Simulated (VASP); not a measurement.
# MnO (Fm-3m) in VASP: further runs

MnO is run at these levels: PBE; tasks: single point.

Program: VASP 6.6.1. These are calculated values, not measurements. Logs are shortened: lines on timing, memory, paths and dates and some standing lists are left out, and cuts for length are marked.

## 1. The cell of the first run

It takes space group Fm-3m (No. 225, cubic). The conventional cell has a = 4.448 Å, b = 4.448 Å, c = 4.448 Å, α = 90.00°, β = 90.00°, γ = 90.00°. Within 2.9 Å of Mn (site symmetry m-3m) lie 6 O at 2.22 Å. Within 2.9 Å of O (site symmetry m-3m) lie 6 Mn at 2.22 Å.

## 2. Single point, PBE, collinear spin, ferromagnetic start

The input, INCAR:

```
SYSTEM = MnO
PREC     = Accurate       ! precision mode
ENCUT    = 600            ! plane-wave cutoff, eV
EDIFF    = 1E-6           ! SCF threshold, eV
ISMEAR   = 0              ! smearing method
SIGMA    = 0.1            ! smearing width, eV
LREAL    = .FALSE.        ! projectors in reciprocal space
LASPH    = .TRUE.         ! aspherical terms in the spheres
NELM     = 200            ! most SCF steps
ALGO     = Normal         ! electronic algorithm
ISIF     = 2              ! what is computed and relaxed
LWAVE    = .FALSE.        ! write WAVECAR
LCHARG   = .FALSE.        ! write CHGCAR
ISPIN    = 2              ! spin polarisation
MAGMOM   = 4 0            ! initial moments
LORBIT   = 11             ! projections on sites
LMAXMIX  = 4              ! l up to which the mixer works
GGA      = PE             ! functional
NBANDS   = 20             ! bands
GGA_COMPAT= .FALSE.
```

The input, KPOINTS:

```
Automatic mesh
0
G
  8 8 8
  0 0 0
```

The input, POSCAR:

```
MnO
1.0
    0.0000000000      2.2239077028      2.2239077028
    2.2239077028      0.0000000000      2.2239077028
    2.2239077028      2.2239077028      0.0000000000
Mn O
1 1
Direct
    0.0000000000      0.0000000000      0.0000000000
    0.5000000000      0.5000000000      0.5000000000
```

Potentials or basis: VASP PAW PBE potentials, release 64 (Mn_pv, O).

The run is started by

```
> cat potpaw_PBE.64/Mn_pv/POTCAR potpaw_PBE.64/O/POTCAR > POTCAR
> mpirun -np 1 vasp_std > vasp.out
```

OUTCAR:

```text
SYSTEM = MnO
   PREC = Accurate
   ENCUT = 600
   EDIFF = 1E-6
   ISMEAR = 0
   LREAL = .FALSE.
   LASPH = .TRUE.
   NELM = 200
   ISIF = 2
   ISPIN = 2
   LORBIT = 11
   GGA = PE

 ion  position               nearest neighbor table
   1  0.000  0.000  0.000-   2 2.22   2 2.22   2 2.22   2 2.22   2 2.22   2 2.22
   2  0.500  0.500  0.500-   1 2.22   1 2.22   1 2.22   1 2.22   1 2.22   1 2.22

  LATTYP: Found a face centered cubic cell.
 ALAT       =     4.4478154056

  Lattice vectors:

 A1 = (   0.0000000000,   2.2239077028,   2.2239077028)
 A2 = (   2.2239077028,   0.0000000000,   2.2239077028)
 A3 = (   2.2239077028,   2.2239077028,   0.0000000000)

Analysis of symmetry for initial positions (statically):
=====================================================================
 Subroutine PRICEL returns:
 Original cell was already a primitive cell.

 Routine SETGRP: Setting up the symmetry group for a
 face centered cubic supercell.

 Subroutine GETGRP returns: Found 48 space group operations
 (whereof 48 operations were pure point group operations)
 out of a pool of 48 trial point group operations.

The static configuration has the point symmetry O_h .

Analysis of symmetry for dynamics (positions and initial velocities):
=====================================================================
 Subroutine PRICEL returns:
 Original cell was already a primitive cell.

 Routine SETGRP: Setting up the symmetry group for a
 face centered cubic supercell.

 Subroutine GETGRP returns: Found 48 space group operations
 (whereof 48 operations were pure point group operations)
 out of a pool of 48 trial point group operations.

The dynamic configuration has the point symmetry O_h .

Analysis of structural, dynamic, and magnetic symmetry:
=====================================================================
 Subroutine PRICEL returns:
 Original cell was already a primitive cell.

 Routine SETGRP: Setting up the symmetry group for a
 face centered cubic supercell.

 Subroutine GETGRP returns: Found 48 space group operations
 (whereof 48 operations were pure point group operations)
 out of a pool of 48 trial point group operations.

The overall configuration has the point symmetry O_h .

 Subroutine INISYM returns: Found 48 space group operations
 (whereof 48 operations are pure point group operations),
 and found     1 'primitive' translations

----------------------------------------------------------------------------------------

                                     Primitive cell

  volume of cell :      21.9979

  direct lattice vectors                    reciprocal lattice vectors
     0.000000000  2.223907703  2.223907703    -0.224829474  0.224829474  0.224829474
     2.223907703  0.000000000  2.223907703     0.224829474 -0.224829474  0.224829474
     2.223907703  2.223907703  0.000000000     0.224829474  0.224829474 -0.224829474

  length of vectors
     3.145080435  3.145080435  3.145080435     0.389416073  0.389416073  0.389416073

  position of ions in fractional coordinates (direct lattice)
     0.000000000  0.000000000  0.000000000
     0.500000000  0.500000000  0.500000000

  ion indices of the primitive-cell ions
   primitive index   ion index
                 1           1
                 2           2

----------------------------------------------------------------------------------------

 KPOINTS: Automatic mesh

Automatic generation of k-mesh.
 Grid dimensions read from file:
 generate k-points for:    8    8    8

 Generating k-lattice:

  Cartesian coordinates                     Fractional coordinates (reciprocal lattice)
    -0.028103684  0.028103684  0.028103684     0.125000000  0.000000000  0.000000000
     0.028103684 -0.028103684  0.028103684     0.000000000  0.125000000  0.000000000
     0.028103684  0.028103684 -0.028103684     0.000000000  0.000000000  0.125000000

  Length of vectors
     0.048677009  0.048677009  0.048677009

  Shift w.r.t. Gamma in fractional coordinates (k-lattice)
     0.000000000  0.000000000  0.000000000

 Subroutine IBZKPT returns following result:
 ===========================================

 Found     29 irreducible k-points:

 Following reciprocal coordinates:
            Coordinates               Weight
  0.000000  0.000000  0.000000      1.000000
  0.125000  0.000000  0.000000      8.000000
  0.250000  0.000000  0.000000      8.000000
  0.375000  0.000000  0.000000      8.000000
  0.500000  0.000000  0.000000      4.000000
  0.125000  0.125000  0.000000      6.000000
[... 16 lines left out ...]
  0.500000  0.250000  0.125000     48.000000
 -0.375000  0.250000  0.125000     24.000000
 [... further k-points ...]
   k-points           NKPTS =     29   k-points in BZ     NKDIM =     29   number of bands    NBANDS=     20
   number of dos      NEDOS =    301   number of ions     NIONS =      2
   total plane-waves  NPLWV =  21952
   dimension x,y,z NGX =    28 NGY =   28 NGZ =   28
   dimension x,y,z NGXF=    56 NGYF=   56 NGZF=   56
   ions per type =               1   1
   NGX,Y,Z   is equivalent  to a cutoff of  14.80, 14.80, 14.80 a.u.
   NGXF,Y,Z  is equivalent  to a cutoff of  29.60, 29.60, 29.60 a.u.
 SYSTEM =  MnO
   PREC   = accura    normal or accurate (medium, high low for compatibility)
   ISTART =      0    job   : 0-new  1-cont  2-samecut
   ICHARG =      2    charge: 1-file 2-atom 10-const
   ISPIN  =      2    spin polarized calculation?
   LNONCOLLINEAR =      F non collinear calculations
   LSORBIT =      F    spin-orbit coupling
   LASPH  =      T    aspherical Exc in radial PAW
   ENCUT  =  600.0 eV  44.10 Ry    6.64 a.u.   6.28  6.28  6.28*2*pi/ulx,y,z
   NELM   =    200;   NELMIN=  2; NELMDL= -5     # of ELM steps
   EDIFF  = 0.1E-05   stopping-criterion for ELM
   LREAL  =      F    real-space projection
[... 7 lines left out ...]
   TEBEG  =    0.0;   TEEND  =   0.0 temperature during run
   PSTRESS=    0.0 pullay stress
   NELECT =      19.0000    total number of electrons
   NUPDOWN=      -1.0000    fix difference up-down
   EMIN   =  10.00;   EMAX   =-10.00  energy-range for DOS
   EFERMI =   0.00;   METHOD = LEGACY
   ISMEAR =     0;   SIGMA  =   0.10  broadening in eV -4-tet -1-fermi 0-gaus
   EFERMI_NEDOS =   21; number of points for ismear=-14 and -15
   IALGO  =     38    algorithm
   IMIX   =      4    mixing-type and parameters
     AMIX     =   0.40;   BMIX     =  1.00
     AMIX_MAG =   1.60;   BMIX_MAG =  1.00
  volume/ion in A,a.u.               =      11.00        74.22
  Fermi-wavevector in a.u.,A,eV,Ry     =   1.559071  2.946217 33.071721  2.430703
  Thomas-Fermi vector in A             =   2.662483
   LORBIT       =     11    0 simple, 1 ext, 2 COOP (PROOUT), +10 PAW based schemes
   GGA     = PE    functional components
   LHFCALC =     F    Hartree Fock is set to
   AEXX    =    0.0000 exact exchange contribution
   IVDW    =     0    specifies the selected vdW correction
   LEPSILON=     F    determine dielectric tensor
   LRPA    =     F    only Hartree local field effects (RPA)
 spin polarized calculation
 Gauss-broadening in eV      SIGMA  =   0.10
  energy-cutoff  :      600.00
  volume of cell :       22.00
 maximum number of plane-waves:       754
 NGX is ok and might be reduce to    28
   NGX = 13   NGY = 13   NGZ = 13

 number of electron      18.9999997 magnetization       4.7974825

 Free energy of the ion-electron system (eV)
  ---------------------------------------------------
  ext. energy  EPLUGINS =         0.00000000
  ---------------------------------------------------
  free energy    TOTEN  =       -16.40720569 eV

  energy without entropy =      -16.40284996  energy(sigma->0) =      -16.40502782

 E-fermi :   7.4850     XC(G=0): -11.8519

 val. band max:        7.4474758551   @ k =   0.2500   0.2500   0.0000
 cond. band min:       7.4931618866   @ k =  -0.3750   0.5000   0.1250
 fundamental gap:      0.0456860315
 Fermi energy:         7.4850020995

 spin component 1

 k-point     1 :       0.0000    0.0000    0.0000
  band No.  band energies     occupation
      1     -42.8490      1.00000
      2     -42.8490      1.00000
      3     -42.8490      1.00000
      4     -12.7308      1.00000
      5       3.7877      1.00000
      6       3.7877      1.00000
[... 12 lines left out ...]
     19      27.2082      0.00000
     20      27.2082      0.00000

 k-point     2 :       0.1250    0.0000    0.0000
  band No.  band energies     occupation
      1     -42.8583      1.00000
      2     -42.8502      1.00000
      3     -42.8502      1.00000
      4     -12.6001      1.00000
      5       2.5875      1.00000
      6       3.0539      1.00000
[... 12 lines left out ...]
     19      26.4600      0.00000
     20      28.8563      0.00000
[... 465 lines left out ...]
      3     -42.8606      1.00000
      4     -11.8258      1.00000
      5       0.0931      1.00000
      6       1.5168      1.00000
[... 12 lines left out ...]
     19      30.3405      0.00000
     20      32.8716      0.00000

 k-point    24 :      -0.3750    0.2500    0.1250
  band No.  band energies     occupation
      1     -42.9030      1.00000
      2     -42.8732      1.00000
      3     -42.8626      1.00000
      4     -11.7187      1.00000
      5      -0.0612      1.00000
      6       1.2854      1.00000
[... 12 lines left out ...]
     19      31.1164      0.00000
     20      32.1995      0.00000

 [... further k-points ...]

 spin component 2

 k-point     1 :       0.0000    0.0000    0.0000
  band No.  band energies     occupation
      1     -38.1638      1.00000
      2     -38.1638      1.00000
      3     -38.1638      1.00000
      4     -12.2826      1.00000
      5       4.1801      1.00000
      6       4.1801      1.00000
[... 12 lines left out ...]
     19      29.5730      0.00000
     20      29.5730      0.00000

 k-point     2 :       0.1250    0.0000    0.0000
  band No.  band energies     occupation
      1     -38.1758      1.00000
      2     -38.1652      1.00000
      3     -38.1652      1.00000
      4     -12.1556      1.00000
      5       3.3002      1.00000
      6       3.8920      1.00000
[... 12 lines left out ...]
     19      28.3313      0.00000
     20      30.8272      0.00000
[... 465 lines left out ...]
      3     -38.1779      1.00000
      4     -11.4042      1.00000
      5       0.9581      1.00000
      6       2.5106      1.00000
[... 12 lines left out ...]
     19      31.6041      0.00000
     20      33.9043      0.00000

 k-point    24 :      -0.3750    0.2500    0.1250
  band No.  band energies     occupation
      1     -38.2327      1.00000
      2     -38.1938      1.00000
      3     -38.1804      1.00000
      4     -11.3007      1.00000
      5       0.7959      1.00000
      6       2.2556      1.00000
[... 12 lines left out ...]
     19      32.5383      0.00000
     20      32.9281      0.00000

 [... further k-points ...]

------------------------ aborting loop because EDIFF is reached ----------------------------------------

  FORCE on cell =-STRESS in cart. coord.  units (eV):
  Direction    XX          YY          ZZ          XY          YZ          ZX
  --------------------------------------------------------------------------------------
  -------------------------------------------------------------------------------------
  Total        0.0213328      0.0213328      0.0213328     -0.0000000      0.0000000     -0.0000000
  in kB        1.5537394      1.5537394      1.5537394     -0.0000000      0.0000000     -0.0000000
  external PRESSURE =       1.5537394 kB  Pullay stress =       0.0000000 kB

 VOLUME and BASIS-vectors are now :
 -----------------------------------------------------------------------------
  energy-cutoff  :      600.00
  volume of cell :       22.00
      direct lattice vectors                 reciprocal lattice vectors
     0.000000000  2.223907703  2.223907703    -0.224829474  0.224829474  0.224829474
     2.223907703  0.000000000  2.223907703     0.224829474 -0.224829474  0.224829474
     2.223907703  2.223907703  0.000000000     0.224829474  0.224829474 -0.224829474

 POSITION                                       TOTAL-FORCE (eV/Angst)
 -----------------------------------------------------------------------------------
      0.00000      0.00000      0.00000         0.000000      0.000000      0.000000
      2.22391      2.22391      2.22391        -0.000000     -0.000000     -0.000000
 -----------------------------------------------------------------------------------
    total drift:                                0.000000      0.000000      0.000000

  FREE ENERGIE OF THE ION-ELECTRON SYSTEM (eV)
  ---------------------------------------------------
  free  energy   TOTEN  =       -16.4072056887 eV

  energy  without entropy=      -16.4028499612  energy(sigma->0) =      -16.40502782

 total charge

# of ion       s       p       d       tot
------------------------------------------
    1        0.203   6.176   4.974  11.353
    2        1.557   3.417   0.000   4.974
--------------------------------------------------
tot          1.760   9.593   4.974  16.327

 magnetization (x)

# of ion       s       p       d       tot
------------------------------------------
    1        0.034   0.026   4.291   4.351
    2        0.030   0.175   0.000   0.205
--------------------------------------------------
tot          0.064   0.201   4.291   4.556
```

It took 38 s on 1 thread of Intel Xeon Platinum 8488C (Sapphire Rapids), shared host; peak memory 0.18 GiB.

Results:

| Item | Value |
| --- | --- |
| Free energy | -16.4072 eV |
| Pressure | 0.2 GPa |
| Net moment | 4.80 μB per cell |
| Site moments | Mn +4.35; O +0.20 μB |
| Valence electrons inside the program's atomic spheres | Mn 11.35; O 4.97 |

Levels at points of the mesh, in eV from the Fermi level:
Spin up:
```
           k point  band 9  band 10  band 11  band 12  band 13  band 14  band 15  band 16
(0.00, 0.00, 0.00)   -3.18    -3.18    -2.65    -2.65    -0.49    14.00    16.36    16.36
(0.50, 0.00, 0.00)   -2.29    -1.85     0.24     0.24     3.51     7.76    11.91    11.91
(0.50, 0.50, 0.00)   -2.23    -2.02    -2.02    -1.89     5.05     7.85    10.44    13.68
```
Spin down:
| k point | band 3 | band 4 | band 5 | band 6 | band 7 | band 8 | band 9 | band 10 | band 11 | band 12 |
| --- | --- | --- | --- | --- | --- | --- | --- | --- | --- | --- |
| (0.00, 0.00, 0.00) | -45.65 | -19.77 | -3.30 | -3.30 | -3.30 | 0.80 | 0.80 | 0.80 | 0.84 | 1.42 |
| (0.50, 0.00, 0.00) | -45.66 | -18.81 | -7.31 | -4.79 | -4.79 | 1.98 | 2.02 | 2.02 | 3.69 | 3.69 |
| (0.50, 0.50, 0.00) | -45.68 | -18.84 | -6.36 | -4.28 | -4.28 | -0.77 | 2.01 | 2.21 | 2.46 | 2.46 |

Caveat: a cell with one magnetic atom can't hold antiferromagnetic order, which such compounds often take; semilocal functionals often make such compounds metallic where correlation or magnetic order opens a gap, which also shifts bond lengths. With open d or f shells a metallic result of PBE can be an artefact of self-interaction; +U or a hybrid may open a gap.

## 3. Single point, PBE, collinear spin, ferromagnetic start

This run uses another cell than the first one, of 10.96 Å³/atom.

The input, INCAR:

```
ALGO = Normal ; EDIFF = 1E-6
ENCUT = 600 ; GGA = PE
GGA_COMPAT = False ; ISIF = 2
ISMEAR = 0 ; ISPIN = 2
LASPH = True ; LCHARG = False
LMAXMIX = 4 ; LORBIT = 11
LREAL = False ; LWAVE = False
MAGMOM = 4.47 0.26 ; NBANDS = 20
NELM = 200 ; PREC = Accurate
SIGMA = 0.1
```

The input, KPOINTS:

```
k-points
0
Gamma
  22 22 22
```

The input, POSCAR:

```
MnO
1.0
    0.0000000000      2.2212124667      2.2212124667
    2.2212124667      0.0000000000      2.2212124667
    2.2212124667      2.2212124667      0.0000000000
Mn O
1 1
Direct
    0.0000000000      0.0000000000      0.0000000000
    0.5000000000      0.5000000000      0.5000000000
```

Potentials or basis: VASP PAW PBE potentials, release 64 (Mn_pv, O).

The run is started by

```
> cat potpaw_PBE.64/Mn_pv/POTCAR potpaw_PBE.64/O/POTCAR > POTCAR
> mpirun -np 1 vasp_std > vasp.out
```

It took 6.9 min on 1 thread of Intel Xeon Platinum 8488C (Sapphire Rapids), shared host; peak memory 0.37 GiB.

It converged, with:

| Quantity | Value |
| --- | --- |
| Free energy | -16.4065 eV |
| Pressure | 0.0 GPa |
| Net moment | 4.76 μB per cell |
| Site moments | Mn +4.32; O +0.20 μB |
| Valence electrons inside the program's atomic spheres | Mn 11.36; O 4.97 |

Levels at points of the mesh, in eV from the Fermi level:
Spin up:
```
           k point  band 8  band 9  band 10  band 11  band 12  band 13  band 14  band 15  band 16  band 17
(0.00, 0.00, 0.00)   -3.22   -3.22    -3.22    -2.69    -2.69    -0.51    13.98    16.35    16.35    16.35
(0.50, 0.00, 0.00)   -2.33   -2.33    -1.89     0.20     0.20     3.48     7.75    11.89    11.89    18.50
(0.50, 0.50, 0.00)   -4.23   -2.27    -2.05    -2.05    -1.92     5.03     7.82    10.42    13.67    13.67
```
Spin down:
```tsv
k point	band 5	band 6	band 7	band 8	band 9	band 10
(0.00, 0.00, 0.00)	-3.38	-3.38	-3.38	0.73	0.73	0.73
(0.50, 0.00, 0.00)	-7.39	-4.87	-4.87	1.92	1.96	1.96
(0.50, 0.50, 0.00)	-6.44	-4.36	-4.36	-0.85	1.95	2.15
```

Caveat: a cell with one magnetic atom can't hold antiferromagnetic order, which such compounds often take; semilocal functionals often make such compounds metallic where correlation or magnetic order opens a gap, which also shifts bond lengths. With open d or f shells a metallic result of PBE can be an artefact of self-interaction; +U or a hybrid may open a gap.
